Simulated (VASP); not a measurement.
Input of a VASP 6.6.1 run:

The input INCAR:

```
SYSTEM = Zn
PREC     = Accurate       ! precision mode
ENCUT    = 500            ! plane-wave cutoff, eV
EDIFF    = 1E-6           ! SCF threshold, eV
ISMEAR   = 0              ! smearing method
SIGMA    = 0.05           ! smearing width, eV
LREAL    = .FALSE.        ! projectors in reciprocal space
LASPH    = .TRUE.         ! aspherical terms in the spheres
NELM     = 120            ! most SCF steps
ALGO     = Normal         ! electronic algorithm
ISIF     = 2              ! what is computed and relaxed
LWAVE    = .FALSE.        ! write WAVECAR
LCHARG   = .FALSE.        ! write CHGCAR
GGA      = PE             ! functional
NBANDS   = 12             ! bands
GGA_COMPAT= .FALSE.
```

KPOINTS

```
regular mesh
0
G
  8 8 8
  0 0 0
```

File POSCAR:

```
Zn
1.0
    0.0000000000      1.9655130775      1.9655130775
    1.9655130775      0.0000000000      1.9655130775
    1.9655130775      1.9655130775      0.0000000000
Zn
1
Direct
    0.0000000000      0.0000000000      0.0000000000
```

Potentials or basis: VASP PAW PBE potentials, release 64 (Zn).

The run is started by

```sh
$ cat potpaw_PBE.64/Zn/POTCAR > POTCAR
$ mpirun -np 1 vasp_std > vasp.out
```

(1) Estimate the pressure.

(2) Estimate the band gap on the k mesh.

Results:

(1) 0.5 GPa.

(2) zero (band 6 reaches 5.33 eV, above the bottom of band 7 at 1.69 eV).
